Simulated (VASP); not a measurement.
# SrCl2 (I4/mmm) in VASP: notebook, part 2 of 2

VASP 6.6.1. Earlier steps stand in the parts before.

### 4 Single point, PBE (29.99 Å³/atom)

Contents of INCAR:

```
ALGO = Normal
EDIFF = 1E-7
ENCUT = 520
GGA = PE
ISIF = 2
ISMEAR = 0
LASPH = True
LCHARG = True
LELF = True
LREAL = False
LVHAR = True
LWAVE = False
NBANDS = 19
NELM = 100
PREC = Accurate
SIGMA = 0.05
```

Contents of KPOINTS:

```
k-points
0
Gamma
  6 6 6
```

Contents of POSCAR:

```
SrCl2
1.0
    0.0000000000      3.4811964623      3.7116516681
    3.4811964623      0.0000000000      3.7116516681
    3.4811964623      3.4811964623      0.0000000000
Sr Cl
1 2
Direct
    0.0000000000      0.0000000000      0.0000000000
    0.2500000000      0.2500000000      0.2500000000
    0.7500000000      0.7500000000      0.7500000000
```

Potentials or basis: VASP PAW PBE potentials, release 64 (Sr_sv, Cl).

Started as:

```sh
$ cat potpaw_PBE.64/Sr_sv/POTCAR potpaw_PBE.64/Cl/POTCAR > POTCAR
$ mpirun -np 1 vasp_std > vasp.out
```

OUTCAR:

```text
EDIFF = 1E-7
   ENCUT = 520
   GGA = PE
   ISIF = 2
   ISMEAR = 0
   LASPH = True
   LREAL = False
   NELM = 100
   PREC = Accurate

 ion  position               nearest neighbor table
   1  0.000  0.000  0.000-   3 3.08   3 3.08   3 3.08   2 3.08   3 3.08   2 3.08   2 3.08   2 3.08

   2  0.250  0.250  0.250-   1 3.08   1 3.08   1 3.08   1 3.08
   3  0.750  0.750  0.750-   1 3.08   1 3.08   1 3.08   1 3.08

  LATTYP: Found a body centered tetragonal cell.
 ALAT       =     4.9231552503
 C/A-ratio  =     1.5078345002

  Lattice vectors:

 A1 = (  -3.4811964623,   0.0000000000,   3.7116516681)
 A2 = (   3.4811964623,   0.0000000000,   3.7116516681)
 A3 = (   0.0000000000,   3.4811964623,  -3.7116516681)

Analysis of symmetry for initial positions (statically):
=====================================================================
 Subroutine PRICEL returns:
 Original cell was already a primitive cell.

 Routine SETGRP: Setting up the symmetry group for a
 body centered tetragonal supercell.

 Subroutine GETGRP returns: Found 16 space group operations
 (whereof 16 operations were pure point group operations)
 out of a pool of 16 trial point group operations.

The static configuration has the point symmetry D_4h.

Analysis of symmetry for dynamics (positions and initial velocities):
=====================================================================
 Subroutine PRICEL returns:
 Original cell was already a primitive cell.

 Routine SETGRP: Setting up the symmetry group for a
 body centered tetragonal supercell.

 Subroutine GETGRP returns: Found 16 space group operations
 (whereof 16 operations were pure point group operations)
 out of a pool of 16 trial point group operations.

The dynamic configuration has the point symmetry D_4h.

 Subroutine INISYM returns: Found 16 space group operations
 (whereof 16 operations are pure point group operations),
 and found     1 'primitive' translations

----------------------------------------------------------------------------------------

                                     Primitive cell

  volume of cell :      89.9610

  direct lattice vectors                    reciprocal lattice vectors
     0.000000000  3.481196462  3.711651668    -0.143628780  0.143628780  0.134710917
     3.481196462  0.000000000  3.711651668     0.143628780 -0.143628780  0.134710917
     3.481196462  3.481196462  0.000000000     0.143628780  0.143628780 -0.134710917

  length of vectors
     5.088721540  5.088721540  4.923155250     0.243732402  0.243732402  0.243732402

  position of ions in fractional coordinates (direct lattice)
     0.000000000  0.000000000  0.000000000
     0.250000000  0.250000000  0.250000000
     0.750000000  0.750000000  0.750000000

  ion indices of the primitive-cell ions
   primitive index   ion index
                 1           1
                 2           2
                 3           3

----------------------------------------------------------------------------------------

 KPOINTS: k-points

Automatic generation of k-mesh.
 Grid dimensions read from file:
 generate k-points for:    6    6    6

 Generating k-lattice:

  Cartesian coordinates                     Fractional coordinates (reciprocal lattice)
    -0.023938130  0.023938130  0.022451820     0.166666667 -0.000000000  0.000000000
     0.023938130 -0.023938130  0.022451820    -0.000000000  0.166666667  0.000000000
     0.023938130  0.023938130 -0.022451820     0.000000000  0.000000000  0.166666667

  Length of vectors
     0.040622067  0.040622067  0.040622067

  Shift w.r.t. Gamma in fractional coordinates (k-lattice)
     0.000000000  0.000000000  0.000000000

 Subroutine IBZKPT returns following result:
 ===========================================

 Found     30 irreducible k-points:

 Following reciprocal coordinates:
            Coordinates               Weight
  0.000000  0.000000  0.000000      1.000000
  0.166667 -0.000000  0.000000      8.000000
  0.333333  0.000000  0.000000      8.000000
  0.500000 -0.000000  0.000000      4.000000
  0.166667  0.166667  0.000000      2.000000
  0.333333  0.166667  0.000000      8.000000
[... 16 lines left out ...]
  0.333333  0.000000  0.333333      4.000000
  0.500000 -0.000000  0.333333     16.000000
 [... further k-points ...]
   k-points           NKPTS =     30   k-points in BZ     NKDIM =     30   number of bands    NBANDS=     19
   number of dos      NEDOS =    301   number of ions     NIONS =      3
   total plane-waves  NPLWV =  64000
   dimension x,y,z NGX =    40 NGY =   40 NGZ =   40
   dimension x,y,z NGXF=    80 NGYF=   80 NGZF=   80
   ions per type =               1   2
   NGX,Y,Z   is equivalent  to a cutoff of  13.07, 13.07, 13.51 a.u.
   NGXF,Y,Z  is equivalent  to a cutoff of  26.14, 26.14, 27.01 a.u.
 SYSTEM =  unknown system
   PREC   = accura    normal or accurate (medium, high low for compatibility)
   ISTART =      0    job   : 0-new  1-cont  2-samecut
   ICHARG =      2    charge: 1-file 2-atom 10-const
   ISPIN  =      1    spin polarized calculation?
   LNONCOLLINEAR =      F non collinear calculations
   LSORBIT =      F    spin-orbit coupling
   LASPH  =      T    aspherical Exc in radial PAW
   ENCUT  =  520.0 eV  38.22 Ry    6.18 a.u.   9.46  9.46  9.15*2*pi/ulx,y,z
   NELM   =    100;   NELMIN=  2; NELMDL= -5     # of ELM steps
   EDIFF  = 0.1E-06   stopping-criterion for ELM
   LREAL  =      F    real-space projection
   EDIFFG = 0.1E-05   stopping-criterion for IOM
   NSW    =      0    number of steps for IOM
   IBRION =     -1    ionic relax: 0-MD 1-quasi-New 2-CG
   NFREE  =      0    steps in history (QN), initial steepest desc. (CG)
   ISIF   =      2    stress and relaxation
   ISYM   =      2    0-nonsym 1-usesym 2-fastsym
   POTIM  = 0.5000    time-step for ionic-motion
   TEBEG  =    0.0;   TEEND  =   0.0 temperature during run
   PSTRESS=    0.0 pullay stress
   NELECT =      24.0000    total number of electrons
   NUPDOWN=      -1.0000    fix difference up-down
   EMIN   =  10.00;   EMAX   =-10.00  energy-range for DOS
   EFERMI =   0.00;   METHOD = LEGACY
   ISMEAR =     0;   SIGMA  =   0.05  broadening in eV -4-tet -1-fermi 0-gaus
   EFERMI_NEDOS =   21; number of points for ismear=-14 and -15
   IALGO  =     38    algorithm
   IMIX   =      4    mixing-type and parameters
     AMIX     =   0.40;   BMIX     =  1.00
     AMIX_MAG =   1.60;   BMIX_MAG =  1.00
  volume/ion in A,a.u.               =      29.99       202.36
  Fermi-wavevector in a.u.,A,eV,Ry     =   1.053886  1.991557 15.111673  1.110677
  Thomas-Fermi vector in A             =   2.189025
   LORBIT       =      0    0 simple, 1 ext, 2 COOP (PROOUT), +10 PAW based schemes
   GGA     = PE    functional components
   LHFCALC =     F    Hartree Fock is set to
   AEXX    =    0.0000 exact exchange contribution
   IVDW    =     0    specifies the selected vdW correction
   LEPSILON=     F    determine dielectric tensor
   LRPA    =     F    only Hartree local field effects (RPA)
 non-spin polarized calculation
 Gauss-broadening in eV      SIGMA  =   0.05
  energy-cutoff  :      520.00
  volume of cell :       89.96
 maximum number of plane-waves:      2438
 NGX is ok and might be reduce to    40
   NGX = 19   NGY = 19   NGZ = 19

 number of electron      23.9999998 magnetization

 Free energy of the ion-electron system (eV)
  ---------------------------------------------------
  ext. energy  EPLUGINS =         0.00000000
  ---------------------------------------------------
  free energy    TOTEN  =       -12.74898564 eV

  energy without entropy =      -12.74898564  energy(sigma->0) =      -12.74898564

 E-fermi :   0.1417     XC(G=0):  -8.0364

 val. band max:       -0.0641114906   @ k =   0.5000   0.0000   0.5000
 cond. band min:       4.8063557170   @ k =   0.0000   0.0000   0.0000
 fundamental gap:      4.8704672076
 Fermi energy:         0.1417121606

 k-point     1 :       0.0000    0.0000    0.0000
  band No.  band energies     occupation
      1     -33.3088      2.00000
      2     -15.2826      2.00000
      3     -15.2826      2.00000
      4     -15.2608      2.00000
      5     -13.3373      2.00000
      6     -12.5821      2.00000
[... 11 lines left out ...]
     18       8.7285      0.00000
     19       8.7560      0.00000
[... 489 lines left out ...]
      3     -15.3278      2.00000
      4     -15.2880      2.00000
      5     -12.8564      2.00000
      6     -12.7694      2.00000
[... 11 lines left out ...]
     18       8.4514      0.00000
     19       9.2190      0.00000

 [... further k-points ...]

------------------------ aborting loop because EDIFF is reached ----------------------------------------

  FORCE on cell =-STRESS in cart. coord.  units (eV):
  Direction    XX          YY          ZZ          XY          YZ          ZX
  --------------------------------------------------------------------------------------
  -------------------------------------------------------------------------------------
  Total        0.0770180      0.0770180     -1.6164021      0.0000000     -0.0000000     -0.0000000
  in kB        1.3716666      1.3716666    -28.7876174      0.0000000     -0.0000000     -0.0000000
  external PRESSURE =      -8.6814281 kB  Pullay stress =       0.0000000 kB

 VOLUME and BASIS-vectors are now :
 -----------------------------------------------------------------------------
  energy-cutoff  :      520.00
  volume of cell :       89.96
      direct lattice vectors                 reciprocal lattice vectors
     0.000000000  3.481196462  3.711651668    -0.143628780  0.143628780  0.134710917
     3.481196462  0.000000000  3.711651668     0.143628780 -0.143628780  0.134710917
     3.481196462  3.481196462  0.000000000     0.143628780  0.143628780 -0.134710917

 POSITION                                       TOTAL-FORCE (eV/Angst)
 -----------------------------------------------------------------------------------
      0.00000      0.00000      0.00000        -0.000000      0.000000      0.000000
      1.74060      1.74060      1.85583        -0.000000     -0.000000     -0.000000
      5.22179      5.22179      5.56748         0.000000      0.000000      0.000000
 -----------------------------------------------------------------------------------
    total drift:                               -0.000000     -0.000000      0.000000

  FREE ENERGIE OF THE ION-ELECTRON SYSTEM (eV)
  ---------------------------------------------------
  free  energy   TOTEN  =       -12.7489856365 eV

  energy  without entropy=      -12.7489856365  energy(sigma->0) =      -12.74898564
```

stdout:

```text
POSCAR found type information on POSCAR SrCl
 POSCAR found :  2 types and       3 ions
 scaLAPACK will be used
 LDA part: xc-table for (Slater+PW92), standard interpolation
 POSCAR, INCAR and KPOINTS ok, starting setup
 FFT: planning ... GRIDC
 FFT: planning ... GRID_SOFT
 FFT: planning ... GRID
 WAVECAR not read
 entering main loop
```

Run time: 94 s. Hardware: 1 thread of Intel Xeon 8259CL, shared host; peak memory 0.25 GiB.

Results:

| Quantity | Value |
| --- | --- |
| Free energy | -12.7490 eV |
| Pressure | -0.9 GPa |
| Band gap on the k mesh | 4.87 eV (least direct gap 5.16 eV) |

A k mesh can miss the band edges. As with any semilocal functional, this PBE gap is likely too small.

### 5 Single point, PBE (29.99 Å³/atom)

Contents of INCAR:

```
SYSTEM = SrCl2
PREC = Accurate
ENCUT = 520
EDIFF = 1E-7
ISMEAR = 0
SIGMA = 0.05
LREAL = .False.
LASPH = .True.
NELM = 100
ALGO = Normal
ISIF = 2
LWAVE = .False.
LCHARG = .True.
GGA = PE
LELF = .True.
LVHAR = .True.
NBANDS = 19
```

Contents of KPOINTS:

```
Automatic mesh
0
Gamma
  6 6 6
  0 0 0
```

Contents of POSCAR:

```
SrCl2
1.0
    0.0000000000      3.5946490767      3.4810581659
    3.5946490767      0.0000000000      3.4810581659
    3.5946490767      3.5946490767      0.0000000000
Sr Cl
1 2
Direct
    0.0000000000      0.0000000000      0.0000000000
    0.2500000000      0.2500000000      0.2500000000
    0.7500000000      0.7500000000      0.7500000000
```

Started as:

```sh
$ cat potpaw_PBE.64/Sr_sv/POTCAR potpaw_PBE.64/Cl/POTCAR > POTCAR
$ mpirun -np 1 vasp_std > vasp.out
```

Wall time 100 s (1 thread of Intel Xeon 8259CL, shared host); peak memory 0.26 GiB.

It converged, with:

```yaml
Free_energy: -12.7759 eV
Pressure: -0.9 GPa
Band_gap_on_the_k_mesh: 4.97 eV (least direct gap 5.25 eV)
```

Stress tensor (GPa, compression positive):
```
-1.39  0.00  0.00
 0.00 -1.39  0.00
 0.00  0.00  0.14
```

Levels at points of the mesh, in eV from the valence-band top:
```csv
k point,band 9,band 10,band 11,band 12,band 13,band 14,band 15,band 16
"(0.00, 0.00, 0.00)",-2.03,-0.52,-0.52,-0.28,4.97,5.88,6.09,8.77
"(0.50, 0.00, 0.00)",-1.49,-1.34,-1.11,-1.08,6.49,6.54,7.15,7.64
"(0.50, 0.50, 0.00)",-1.88,-0.53,-0.53,0.00,5.38,6.89,7.31,7.79
"(0.50, 0.00, 0.50)",-1.81,-0.59,-0.33,-0.18,5.39,6.68,7.32,7.61
```

### 6 Single point, PBE (30.45 Å³/atom)

This run uses another cell than the first one, of 30.45 Å³/atom.

Contents of INCAR:

```
PREC = Accurate
ENCUT = 520
EDIFF = 1E-6
ISMEAR = 0
SIGMA = 0.05
LREAL = False
LASPH = True
NELM = 80
ALGO = Normal
ISIF = 2
LWAVE = False
LCHARG = False
GGA = PE
NBANDS = 19
```

Contents of KPOINTS:

```
regular mesh
0
Gamma
  6 6 6
```

Contents of POSCAR:

```
SrCl2
1.0
    0.0000000000      3.6714289355      3.3887289075
    3.6714289355      0.0000000000      3.3887289075
    3.6714289355      3.6714289355      0.0000000000
Sr Cl
1 2
Direct
    0.0000000000      0.0000000000      0.0000000000
    0.2500000000      0.2500000000      0.2500000000
    0.7500000000      0.7500000000      0.7500000000
```

Potentials or basis: VASP PAW PBE potentials, release 64 (Sr_sv, Cl).

Started as:

```sh
$ cat potpaw_PBE.64/Sr_sv/POTCAR potpaw_PBE.64/Cl/POTCAR > POTCAR
$ mpirun -np 1 vasp_std > vasp.out
```

OUTCAR:

```text
PREC = Accurate
   ENCUT = 520
   EDIFF = 1E-6
   ISMEAR = 0
   LREAL = False
   LASPH = True
   NELM = 80
   ISIF = 2
   GGA = PE

 ion  position               nearest neighbor table
   1  0.000  0.000  0.000-   3 3.10   3 3.10   3 3.10   2 3.10   3 3.10   2 3.10   2 3.10   2 3.10

   2  0.250  0.250  0.250-   1 3.10   1 3.10   1 3.10   1 3.10
   3  0.750  0.750  0.750-   1 3.10   1 3.10   1 3.10   1 3.10

  LATTYP: Found a body centered tetragonal cell.
 ALAT       =     5.1921845939
 C/A-ratio  =     1.3053191181

  Lattice vectors:

 A1 = (   0.0000000000,  -3.6714289355,  -3.3887289075)
 A2 = (   0.0000000000,   3.6714289355,  -3.3887289075)
 A3 = (   3.6714289355,   0.0000000000,   3.3887289075)

Analysis of symmetry for initial positions (statically):
=====================================================================
 Subroutine PRICEL returns:
 Original cell was already a primitive cell.

 Routine SETGRP: Setting up the symmetry group for a
 body centered tetragonal supercell.

 Subroutine GETGRP returns: Found 16 space group operations
 (whereof 16 operations were pure point group operations)
 out of a pool of 16 trial point group operations.

The static configuration has the point symmetry D_4h.

Analysis of symmetry for dynamics (positions and initial velocities):
=====================================================================
 Subroutine PRICEL returns:
 Original cell was already a primitive cell.

 Routine SETGRP: Setting up the symmetry group for a
 body centered tetragonal supercell.

 Subroutine GETGRP returns: Found 16 space group operations
 (whereof 16 operations were pure point group operations)
 out of a pool of 16 trial point group operations.

The dynamic configuration has the point symmetry D_4h.

 Subroutine INISYM returns: Found 16 space group operations
 (whereof 16 operations are pure point group operations),
[... 115 lines left out ...]
   IALGO  =     38    algorithm
   IMIX   =      4    mixing-type and parameters
     AMIX     =   0.40;   BMIX     =  1.00
     AMIX_MAG =   1.60;   BMIX_MAG =  1.00
  volume/ion in A,a.u.               =      30.45       205.50
  Fermi-wavevector in a.u.,A,eV,Ry     =   1.048495  1.981368 14.957443  1.099341
  Thomas-Fermi vector in A             =   2.183419
   LORBIT       =      0    0 simple, 1 ext, 2 COOP (PROOUT), +10 PAW based schemes
   GGA     = PE    functional components
   LHFCALC =     F    Hartree Fock is set to
   AEXX    =    0.0000 exact exchange contribution
   IVDW    =     0    specifies the selected vdW correction
   LEPSILON=     F    determine dielectric tensor
   LRPA    =     F    only Hartree local field effects (RPA)
 non-spin polarized calculation
 Gauss-broadening in eV      SIGMA  =   0.05
  energy-cutoff  :      520.00
  volume of cell :       91.36
 maximum number of plane-waves:      2513
 NGX is ok and might be reduce to    40
   NGX = 19   NGY = 19   NGZ = 19

 number of electron      23.9999996 magnetization

 Free energy of the ion-electron system (eV)
  ---------------------------------------------------
  ext. energy  EPLUGINS =         0.00000000
  ---------------------------------------------------
  free energy    TOTEN  =       -12.71824136 eV

  energy without entropy =      -12.71824136  energy(sigma->0) =      -12.71824136

 E-fermi :   0.2724     XC(G=0):  -7.9718

 val. band max:        0.0520116897   @ k =   0.5000   0.5000   0.0000
 cond. band min:       4.6601923627   @ k =   0.0000   0.0000   0.0000
 fundamental gap:      4.6081806730
 Fermi energy:         0.2724291532

 k-point     1 :       0.0000    0.0000    0.0000
  band No.  band energies     occupation
      1     -33.4605      2.00000
      2     -15.4378      2.00000
      3     -15.4121      2.00000
      4     -15.4121      2.00000
      5     -13.3833      2.00000
      6     -12.6444      2.00000
[... 505 lines left out ...]
      6     -12.8324      2.00000
[... 11 lines left out ...]
     18       8.1908      0.00000
     19       9.0012      0.00000

 [... further k-points ...]

------------------------ aborting loop because EDIFF is reached ----------------------------------------

  FORCE on cell =-STRESS in cart. coord.  units (eV):
  Direction    XX          YY          ZZ          XY          YZ          ZX
  --------------------------------------------------------------------------------------
  -------------------------------------------------------------------------------------
  Total       -1.4578745     -1.4578745      0.7310308      0.0000000     -0.0000000     -0.0000000
  in kB      -25.5678166    -25.5678166     12.8206250      0.0000000     -0.0000000     -0.0000000
  external PRESSURE =     -12.7716694 kB  Pullay stress =       0.0000000 kB

 VOLUME and BASIS-vectors are now :
 -----------------------------------------------------------------------------
  energy-cutoff  :      520.00
  volume of cell :       91.36
      direct lattice vectors                 reciprocal lattice vectors
     0.000000000  3.671428935  3.388728907    -0.136186757  0.136186757  0.147547949
     3.671428935  0.000000000  3.388728907     0.136186757 -0.136186757  0.147547949
     3.671428935  3.671428935  0.000000000     0.136186757  0.136186757 -0.147547949

 POSITION                                       TOTAL-FORCE (eV/Angst)
 -----------------------------------------------------------------------------------
      0.00000      0.00000      0.00000         0.000000     -0.000000     -0.000000
      1.83571      1.83571      1.69436        -0.000000     -0.000000      0.000000
      5.50714      5.50714      5.08309         0.000000      0.000000     -0.000000
 -----------------------------------------------------------------------------------
    total drift:                               -0.000000     -0.000000      0.000000

  FREE ENERGIE OF THE ION-ELECTRON SYSTEM (eV)
  ---------------------------------------------------
  free  energy   TOTEN  =       -12.7182413618 eV

  energy  without entropy=      -12.7182413618  energy(sigma->0) =      -12.71824136
```

stdout:

```text
POSCAR found type information on POSCAR SrCl
 POSCAR found :  2 types and       3 ions
 scaLAPACK will be used
 LDA part: xc-table for (Slater+PW92), standard interpolation
 POSCAR, INCAR and KPOINTS ok, starting setup
 FFT: planning ... GRIDC
 FFT: planning ... GRID_SOFT
 FFT: planning ... GRID
 WAVECAR not read
 entering main loop
```

Wall time 93 s (1 thread of Intel Xeon 8259CL, shared host); peak memory 0.26 GiB.

What came out:

```
Free energy            : -12.7182 eV
Pressure               : -1.3 GPa
Band gap on the k mesh : 4.61 eV (least direct gap 4.84 eV)
```

### 7 The runs side by side

| cell | gap on the mesh (eV) | pressure (GPa) |
| --- | --- | --- |
| a = 4.971, b = 4.971, c = 5.166 Å, angles 58.7, 58.7, 62.6°, 3 atoms | 4.65 | -0.8 |
| a = 4.981, b = 4.981, c = 5.138 Å, angles 59.0, 59.0, 62.1°, 3 atoms | 4.77 | -0.9 |
| a = 5.089, b = 5.089, c = 4.923 Å, angles 61.1, 61.1, 57.9°, 3 atoms | 4.87 | -0.9 |
| a = 5.004, b = 5.004, c = 5.084 Å, angles 59.5, 59.5, 61.1°, 3 atoms | 4.97 | -0.9 |
| a = 4.996, b = 4.996, c = 5.192 Å, angles 58.7, 58.7, 62.6°, 3 atoms | 4.61 | -1.3 |

Alike in all rows: task single point; level PBE; potentials or basis VASP PAW PBE potentials, release 64 (Sr_sv, Cl); no spin polarisation; k mesh 6 × 6 × 6; cutoff (eV) 520; smearing gaussian 0.05 eV.

Total energies depend on the potentials used, so only differences within one code and one set of settings carry meaning.
